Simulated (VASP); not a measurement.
# CsPt (P-6m2) in VASP: notebook, part 3 of 3

VASP 6.6.1. Earlier steps stand in the parts before.

### 5 Single point, PBE

This run uses another cell than the first one, of 68.75 Å³/atom, 2.408 times its volume.

The input, INCAR:

```
SYSTEM = CsPt
ALGO = Normal ; EDIFF = 1E-7
ENCUT = 520 ; GGA = PE
ISIF = 2 ; ISMEAR = 0
LASPH = .TRUE. ; LCHARG = .TRUE.
LELF = .TRUE. ; LREAL = .FALSE.
LVHAR = .TRUE. ; LWAVE = .FALSE.
NBANDS = 16 ; NELM = 80
PREC = Accurate ; SIGMA = 0.1
```

The input, KPOINTS:

```
k-points
0
G
  6 6 4
  0 0 0
```

The input, POSCAR:

```
CsPt
1.0
    4.9599324800      0.0000000000      0.0000000000
   -2.4799662400      4.2954275300      0.0000000000
    0.0000000000      0.0000000000      6.4543174400
Cs Pt
1 1
Direct
    0.0000000000      0.0000000000      0.0000000000
    0.3333333300      0.6666666700      0.5000000000
```

Command:

```console
$ cat potpaw_PBE.64/Cs_sv/POTCAR potpaw_PBE.64/Pt/POTCAR > POTCAR
$ mpirun -np 1 vasp_std > vasp.out
```

Run time: 73 s. Hardware: 1 thread of Oxide Virtual Turin-like, shared host; peak memory 0.24 GiB.

Results (log left out):

```
Free energy : -4.3401 eV
Pressure    : -2.2 GPa
```

Stress tensor (GPa, compression positive):
```
-1.21  0.00  0.00
 0.00 -1.21  0.00
 0.00  0.00 -4.16
```

Levels at points of the mesh, in eV from the Fermi level:
| k point | band 8 | band 9 | band 10 | band 11 | band 12 | band 13 |
| --- | --- | --- | --- | --- | --- | --- |
| (0.00, 0.00, 0.00) | -0.23 | -0.12 | -0.12 | 2.63 | 3.67 | 4.39 |
| (0.50, 0.00, 0.00) | -0.16 | -0.07 | 0.15 | 2.10 | 3.21 | 3.63 |
| (0.00, 0.00, 0.50) | -0.19 | -0.12 | -0.12 | 0.94 | 4.66 | 4.68 |
| (0.50, 0.00, 0.50) | -0.13 | -0.07 | 0.13 | 2.48 | 2.80 | 3.86 |

Caveat: spin-orbit coupling is left out, which moves the levels of the heavy elements.

### 6 Single point, PBE

The input, INCAR:

```
PREC = Accurate
ENCUT = 520
EDIFF = 1E-7
ISMEAR = 0
SIGMA = 0.1
LREAL = F
LASPH = T
NELM = 60
ALGO = Fast
ISIF = 2
LWAVE = F
LCHARG = F
GGA = PE
NBANDS = 16
```

The input, KPOINTS:

```
Automatic mesh
0
Gamma
  12 12 10
```

The input, POSCAR:

```
CsPt
1.0
    3.4389431741      0.0000000000      0.0000000000
   -1.7194715870      2.9782121509      0.0000000000
    0.0000000000      0.0000000000      5.5790240864
Cs Pt
1 1
Direct
    0.0000000000      0.0000000000      0.0000000000
    0.3333333333      0.6666666667      0.5000000000
```

Potentials or basis: VASP PAW PBE potentials, release 64 (Cs_sv, Pt).

Command:

```console
$ cat potpaw_PBE.64/Cs_sv/POTCAR potpaw_PBE.64/Pt/POTCAR > POTCAR
$ mpirun -np 1 vasp_std > vasp.out
```

OUTCAR:

```text
PREC = Accurate
   ENCUT = 520
   EDIFF = 1E-7
   ISMEAR = 0
   LREAL = F
   LASPH = T
   NELM = 60
   ISIF = 2
   GGA = PE

 ion  position               nearest neighbor table
   1  0.000  0.000  0.000-
   2  0.333  0.667  0.500-

  LATTYP: Found a hexagonal cell.
 ALAT       =     3.4389431741
 C/A-ratio  =     1.6223077277

  Lattice vectors:

 A1 = (   3.4389431741,   0.0000000000,   0.0000000000)
 A2 = (  -1.7194715870,   2.9782121509,   0.0000000000)
[... 192 lines left out ...]
      6       2.7411      2.00000
[... 433 lines left out ...]
      3      -4.6632      2.00000
      4      -3.8936      2.00000
      5       1.9277      2.00000
      6       2.8630      2.00000
[... 8 lines left out ...]
     15      13.1154      0.00000
     16      13.7064      0.00000

 [... further k-points ...]
[... 5 lines left out ...]
  --------------------------------------------------------------------------------------
  -------------------------------------------------------------------------------------
  Total        0.1130290      0.1130290      0.1299086      0.0000000      0.0000000      0.0000000
  in kB        3.1692867      3.1692867      3.6425840      0.0000000      0.0000000      0.0000000
  external PRESSURE =       3.3270524 kB  Pullay stress =       0.0000000 kB

 VOLUME and BASIS-vectors are now :
 -----------------------------------------------------------------------------
  energy-cutoff  :      520.00
  volume of cell :       57.14
      direct lattice vectors                 reciprocal lattice vectors
     3.438943174  0.000000000  0.000000000     0.290787009  0.167885958  0.000000000
    -1.719471587  2.978212151  0.000000000     0.000000000  0.335771916  0.000000000
     0.000000000  0.000000000  5.579024086     0.000000000  0.000000000  0.179242818

 POSITION                                       TOTAL-FORCE (eV/Angst)
 -----------------------------------------------------------------------------------
      0.00000      0.00000      0.00000        -0.000000      0.000000      0.000000
     -0.00000      1.98547      2.78951         0.000000      0.000000      0.000000
 -----------------------------------------------------------------------------------
    total drift:                                0.000000     -0.000000     -0.000000

  FREE ENERGIE OF THE ION-ELECTRON SYSTEM (eV)
  ---------------------------------------------------
  free  energy   TOTEN  =        -5.5448680731 eV

  energy  without entropy=       -5.5368130619  energy(sigma->0) =       -5.54084057
```

Wall time 2.3 min (1 thread of Oxide Virtual Turin-like, shared host); peak memory 0.23 GiB.

What came out:

```yaml
Free_energy: -5.5449 eV
Pressure: 0.3 GPa
```

Levels at points of the mesh, in eV from the Fermi level:
```tsv
k point	band 6	band 7	band 8	band 9	band 10	band 11	band 12	band 13	band 14	band 15
(0.00, 0.00, 0.00)	-1.85	-1.43	-1.43	-0.88	-0.88	2.47	4.70	4.93	4.93	9.25
(0.50, 0.00, 0.00)	-1.76	-1.52	-1.19	-0.21	0.90	1.66	1.71	2.46	8.12	8.85
(0.00, 0.00, 0.50)	-1.47	-1.47	-0.87	-0.87	-0.82	0.98	2.84	5.21	5.21	9.09
(0.50, 0.00, 0.50)	-2.03	-1.95	-0.97	-0.21	0.95	1.12	2.48	5.81	6.18	6.98
```

Caveat: spin-orbit coupling is left out, which moves the levels of the heavy elements.

### 7 The runs side by side

| task | cell | k mesh | cutoff (eV) | gap on the mesh (eV) | pressure (GPa) |
| --- | --- | --- | --- | --- | --- |
| single point | a = 3.437, b = 3.437, c = 5.581 Å, angles 90.0, 90.0, 120.0°, 2 atoms | 18 × 18 × 10 | 520 | none | 0.3 |
| relaxation of cell and atoms | relaxed from a = 3.439, b = 3.439, c = 5.579 Å, angles 90.0, 90.0, 120.0°, 2 atoms | 18 × 18 × 10 | 600 | none | 0.0 |
| single point | a = 4.960, b = 4.960, c = 6.454 Å, angles 90.0, 90.0, 120.0°, 2 atoms | 6 × 6 × 4 | 520 | none | -2.2 |
| single point | a = 3.439, b = 3.439, c = 5.579 Å, angles 90.0, 90.0, 120.0°, 2 atoms | 12 × 12 × 10 | 520 | none | 0.3 |

Alike in all rows: level PBE; potentials or basis VASP PAW PBE potentials, release 64 (Cs_sv, Pt); no spin polarisation; smearing gaussian 0.1 eV.

Caveats: spin-orbit coupling is left out, which moves the levels of the heavy elements.

Total energies depend on the potentials used, so only differences within one code and one set of settings carry meaning.
